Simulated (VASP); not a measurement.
# SrO (Immm) in VASP: notebook, part 2 of 2

VASP 6.6.1.

## 5. Single point, r2SCAN (strain +0.0025 x Voigt [0, 0, 0, 0, 0, 1])

POSCAR

```
SrO
1.0
    0.0032251846      2.5801476905      2.5801476905
    2.5801476905      0.0032251846      2.5801476905
    2.5833728751      2.5833728751      0.0000000000
Sr O
1 1
Direct
    0.0000000000      0.0000000000      0.0000000000
    0.5000000000      0.5000000000      0.5000000000
```

INCAR.step1

```
SYSTEM = SrO
PREC = Accurate
ENCUT = 520
ISMEAR = 0
SIGMA = 0.05
LREAL = .FALSE.
LASPH = .TRUE.
NELM = 60
NBANDS = 15
GGA = PE
ALGO = Normal
EDIFF = 1E-4
LWAVE = .TRUE.
LCHARG = .FALSE.
```

INCAR.step2

```
SYSTEM = SrO
PREC = Accurate
ENCUT = 520
EDIFF = 1E-6
ISMEAR = 0
SIGMA = 0.05
LREAL = .FALSE.
LASPH = .TRUE.
NELM = 60
ALGO = Normal
ISIF = 2
LWAVE = .FALSE.
LCHARG = .FALSE.
METAGGA = R2SCAN
LMIXTAU = .TRUE.
NBANDS = 15
ISTART = 1
```

KPOINTS

```
regular mesh
0
G
  8 8 8
  0 0 0
```

Potentials or basis: VASP PAW PBE potentials, release 64 (Sr_sv, O).

Run with:

```bash
$ cat potpaw_PBE.64/Sr_sv/POTCAR potpaw_PBE.64/O/POTCAR > POTCAR
$ cp INCAR.step1 INCAR
$ mpirun -np 1 vasp_std > vasp.out
$ cp INCAR.step2 INCAR
$ mpirun -np 1 vasp_std > vasp.out
```

OUTCAR:

```text
SYSTEM = SrO
   PREC = Accurate
   ENCUT = 520
   EDIFF = 1E-6
   ISMEAR = 0
   LREAL = .FALSE.
   LASPH = .TRUE.
   NELM = 60
   ISIF = 2
   METAGGA = R2SCAN
   ISTART = 1

 ion  position               nearest neighbor table
   1  0.000  0.000  0.000-   2 2.58   2 2.58   2 2.58   2 2.58   2 2.58   2 2.58
   2  0.500  0.500  0.500-   1 2.58   1 2.58   1 2.58   1 2.58   1 2.58   1 2.58

  LATTYP: Found a body centered orthorhombic cell.
 ALAT       =     3.6443187570
 B/A-ratio  =     1.0025031289
 C/A-ratio  =     1.4159835418

  Lattice vectors:

 A1 = (   2.5801476905,   0.0032251846,  -2.5801476905)
 A2 = (  -2.5801476905,  -0.0032251846,  -2.5801476905)
 A3 = (   0.0032251846,   2.5801476905,   2.5801476905)

Analysis of symmetry for initial positions (statically):
=====================================================================
 Subroutine PRICEL returns:
 Original cell was already a primitive cell.

 Routine SETGRP: Setting up the symmetry group for a
 body centered orthorhombic supercell.

 Subroutine GETGRP returns: Found  8 space group operations
 (whereof  8 operations were pure point group operations)
 out of a pool of  8 trial point group operations.

The static configuration has the point symmetry D_2h.

Analysis of symmetry for dynamics (positions and initial velocities):
=====================================================================
 Subroutine PRICEL returns:
 Original cell was already a primitive cell.

 Routine SETGRP: Setting up the symmetry group for a
 body centered orthorhombic supercell.

 Subroutine GETGRP returns: Found  8 space group operations
 (whereof  8 operations were pure point group operations)
 out of a pool of  8 trial point group operations.

The dynamic configuration has the point symmetry D_2h.

 Subroutine INISYM returns: Found  8 space group operations
 (whereof  8 operations are pure point group operations),
 and found     1 'primitive' translations

----------------------------------------------------------------------------------------

                                     Primitive cell

  volume of cell :      34.3529

  direct lattice vectors                    reciprocal lattice vectors
     0.003225185  2.580147691  2.580147691    -0.194029894  0.194029894  0.193787356
     2.580147691  0.003225185  2.580147691     0.194029894 -0.194029894  0.193787356
     2.583372875  2.583372875  0.000000000     0.193545425  0.193545425 -0.193787356

  length of vectors
     3.648881282  3.648881282  3.653440957     0.335929664  0.335929664  0.335370247

  position of ions in fractional coordinates (direct lattice)
     0.000000000  0.000000000  0.000000000
     0.500000000  0.500000000  0.500000000

  ion indices of the primitive-cell ions
   primitive index   ion index
                 1           1
                 2           2

----------------------------------------------------------------------------------------

 KPOINTS: regular mesh

Automatic generation of k-mesh.
 Grid dimensions read from file:
 generate k-points for:    8    8    8

 Generating k-lattice:

[... 40 lines left out ...]
  0.125000 -0.000000  0.125000      4.000000
  0.250000  0.000000  0.125000      8.000000
 [... further k-points ...]
   k-points           NKPTS =     95   k-points in BZ     NKDIM =     95   number of bands    NBANDS=     15
   number of dos      NEDOS =    301   number of ions     NIONS =      2
   total plane-waves  NPLWV =  21952
   dimension x,y,z NGX =    28 NGY =   28 NGZ =   28
   dimension x,y,z NGXF=    56 NGYF=   56 NGZF=   56
   ions per type =               1   1
   NGX,Y,Z   is equivalent  to a cutoff of  12.76, 12.76, 12.74 a.u.
   NGXF,Y,Z  is equivalent  to a cutoff of  25.51, 25.51, 25.48 a.u.
 SYSTEM =  SrO
   PREC   = accura    normal or accurate (medium, high low for compatibility)
   ISTART =      1    job   : 0-new  1-cont  2-samecut
   ICHARG =      0    charge: 1-file 2-atom 10-const
   ISPIN  =      1    spin polarized calculation?
   LNONCOLLINEAR =      F non collinear calculations
   LSORBIT =      F    spin-orbit coupling
   LASPH  =      T    aspherical Exc in radial PAW
   ENCUT  =  520.0 eV  38.22 Ry    6.18 a.u.   6.78  6.78  6.79*2*pi/ulx,y,z
   NELM   =     60;   NELMIN=  2; NELMDL=  0     # of ELM steps
   EDIFF  = 0.1E-05   stopping-criterion for ELM
   LREAL  =      F    real-space projection
   EDIFFG = 0.1E-04   stopping-criterion for IOM
   NSW    =      0    number of steps for IOM
   IBRION =     -1    ionic relax: 0-MD 1-quasi-New 2-CG
   NFREE  =      0    steps in history (QN), initial steepest desc. (CG)
   ISIF   =      2    stress and relaxation
   ISYM   =      2    0-nonsym 1-usesym 2-fastsym
   POTIM  = 0.5000    time-step for ionic-motion
   TEBEG  =    0.0;   TEEND  =   0.0 temperature during run
   PSTRESS=    0.0 pullay stress
   NELECT =      16.0000    total number of electrons
   NUPDOWN=      -1.0000    fix difference up-down
   EMIN   =  10.00;   EMAX   =-10.00  energy-range for DOS
   EFERMI =   0.00;   METHOD = LEGACY
   ISMEAR =     0;   SIGMA  =   0.05  broadening in eV -4-tet -1-fermi 0-gaus
   EFERMI_NEDOS =   21; number of points for ismear=-14 and -15
   IALGO  =     38    algorithm
   IMIX   =      4    mixing-type and parameters
     AMIX     =   0.40;   BMIX     =  1.00
     AMIX_MAG =   1.60;   BMIX_MAG =  1.00
  volume/ion in A,a.u.               =      17.18       115.91
  Fermi-wavevector in a.u.,A,eV,Ry     =   1.268997  2.398056 21.910177  1.610353
  Thomas-Fermi vector in A             =   2.402062
   LORBIT       =      0    0 simple, 1 ext, 2 COOP (PROOUT), +10 PAW based schemes
   METAGGA = R2SCAN    functional components
   LHFCALC =     F    Hartree Fock is set to
   AEXX    =    0.0000 exact exchange contribution
   IVDW    =     0    specifies the selected vdW correction
   LEPSILON=     F    determine dielectric tensor
   LRPA    =     F    only Hartree local field effects (RPA)
 non-spin polarized calculation
 Gauss-broadening in eV      SIGMA  =   0.05
  energy-cutoff  :      520.00
  volume of cell :       34.35
 maximum number of plane-waves:       941
   NGX = 13   NGY = 13   NGZ = 13

 number of electron      15.9999998 magnetization

 Free energy of the ion-electron system (eV)
  ---------------------------------------------------
  ext. energy  EPLUGINS =         0.00000000
  ---------------------------------------------------
  free energy    TOTEN  =       -27.05570671 eV

  energy without entropy =      -27.05570671  energy(sigma->0) =      -27.05570671

 E-fermi :   1.5202     XC(G=0): -10.5313

 val. band max:        1.2953077438   @ k =   0.0000   0.0000   0.0000
 cond. band min:       5.0404148205   @ k =   0.5000   0.5000   0.0000
 fundamental gap:      3.7451070767
 Fermi energy:         1.5201782831

 k-point     1 :       0.0000    0.0000    0.0000
  band No.  band energies     occupation
      1     -32.2179      2.00000
      2     -14.7224      2.00000
      3     -13.2523      2.00000
      4     -13.2519      2.00000
      5     -13.2515      2.00000
      6       1.2899      2.00000
      7       1.2926      2.00000
      8       1.2953      2.00000
      9       5.8726      0.00000
     10       8.0302      0.00000
     11       8.0458      0.00000
     12       8.0614      0.00000
     13      10.3428      0.00000
     14      10.3428      0.00000
[... 401 lines left out ...]
      2     -15.3694      2.00000
      3     -13.3515      2.00000
      4     -13.3312      2.00000
      5     -12.7289      2.00000
      6       0.0794      2.00000
      7       0.9207      2.00000
      8       1.0137      2.00000
      9       7.0570      0.00000
     10       7.6483      0.00000
     11       9.4097      0.00000
     12       9.5465      0.00000
     13      11.1576      0.00000
     14      12.0059      0.00000
     15      17.5719      0.00000

 [... further k-points ...]

------------------------ aborting loop because EDIFF is reached ----------------------------------------

  FORCE on cell =-STRESS in cart. coord.  units (eV):
  Direction    XX          YY          ZZ          XY          YZ          ZX
  --------------------------------------------------------------------------------------
  -------------------------------------------------------------------------------------
  Total        0.1070106      0.1070106      0.1069005     -0.0297183      0.0000000      0.0000000
  in kB        4.9908482      4.9908482      4.9857150     -1.3860247      0.0000000      0.0000000
  external PRESSURE =       4.9891371 kB  Pullay stress =       0.0000000 kB

 VOLUME and BASIS-vectors are now :
 -----------------------------------------------------------------------------
  energy-cutoff  :      520.00
  volume of cell :       34.35
      direct lattice vectors                 reciprocal lattice vectors
     0.003225185  2.580147691  2.580147691    -0.194029894  0.194029894  0.193787356
     2.580147691  0.003225185  2.580147691     0.194029894 -0.194029894  0.193787356
     2.583372875  2.583372875  0.000000000     0.193545425  0.193545425 -0.193787356

 POSITION                                       TOTAL-FORCE (eV/Angst)
 -----------------------------------------------------------------------------------
      0.00000      0.00000      0.00000         0.000000      0.000000      0.000000
      2.58337      2.58337      2.58015        -0.000000     -0.000000     -0.000000
 -----------------------------------------------------------------------------------
    total drift:                                0.000000      0.000000      0.000000

  FREE ENERGIE OF THE ION-ELECTRON SYSTEM (eV)
  ---------------------------------------------------
  free  energy   TOTEN  =       -27.0557067113 eV

  energy  without entropy=      -27.0557067113  energy(sigma->0) =      -27.05570671
```

It took 92 s on 1 thread of Intel Xeon 6975P-C (Granite Rapids), shared host; peak memory 0.2 GiB.

What came out:

```yaml
Free_energy: -27.0557 eV
Pressure: 0.5 GPa
Band_gap_on_the_k_mesh: 3.75 eV, indirect (least direct gap 3.84 eV)
```

Stress tensor (GPa, compression positive):
```
 0.50 -0.14  0.00
-0.14  0.50  0.00
 0.00  0.00  0.50
```

Levels at points of the mesh, in eV from the valence-band top:
| k point | band 4 | band 5 | band 6 | band 7 | band 8 | band 9 | band 10 | band 11 | band 12 | band 13 |
| --- | --- | --- | --- | --- | --- | --- | --- | --- | --- | --- |
| (0.00, 0.00, 0.00) | -14.55 | -14.55 | -0.01 | 0.00 | 0.00 | 4.58 | 6.73 | 6.75 | 6.77 | 9.05 |
| (0.50, 0.00, 0.00) | -14.62 | -13.54 | -2.10 | -1.12 | -1.11 | 7.07 | 8.99 | 9.41 | 9.44 | 12.57 |
| (0.50, 0.50, 0.00) | -14.90 | -14.89 | -0.45 | -0.10 | -0.09 | 3.75 | 8.44 | 10.85 | 11.01 | 11.62 |
| (0.00, 0.00, 0.50) | -14.62 | -13.53 | -2.10 | -1.11 | -1.10 | 7.06 | 8.99 | 9.40 | 9.42 | 12.57 |
| (0.50, 0.00, 0.50) | -14.90 | -14.90 | -0.45 | -0.10 | -0.10 | 3.75 | 8.44 | 10.85 | 11.01 | 11.62 |

Caveat: the cell differs from its parent crystal (strain +0.0025 x Voigt [0, 0, 0, 0, 0, 1]); the PAW data sets were made with another functional, which shifts forces and pressure a little.

## 6. The runs side by side

```csv
cell,gap on the mesh (eV),pressure (GPa)
"a = 3.649, b = 3.649, c = 3.681 Å, angles 59.7, 59.7, 59.4°, 2 atoms",3.73,0.5
"a = 3.649, b = 3.649, c = 3.672 Å, angles 59.8, 59.8, 59.6°, 2 atoms",3.73,0.5
"a = 3.649, b = 3.649, c = 3.663 Å, angles 59.9, 59.9, 59.8°, 2 atoms",3.74,0.5
"a = 3.649, b = 3.649, c = 3.653 Å, angles 60.0°, 2 atoms",3.75,0.5
```

Alike in all rows: task single point; level r2SCAN; potentials or basis VASP PAW PBE potentials, release 64 (Sr_sv, O); no spin polarisation; k mesh 8 × 8 × 8; cutoff (eV) 520; smearing gaussian 0.05 eV.

Caveats: the PAW data sets were made with another functional, which shifts forces and pressure a little.

Total energies depend on the potentials used, so only differences within one code and one set of settings carry meaning.
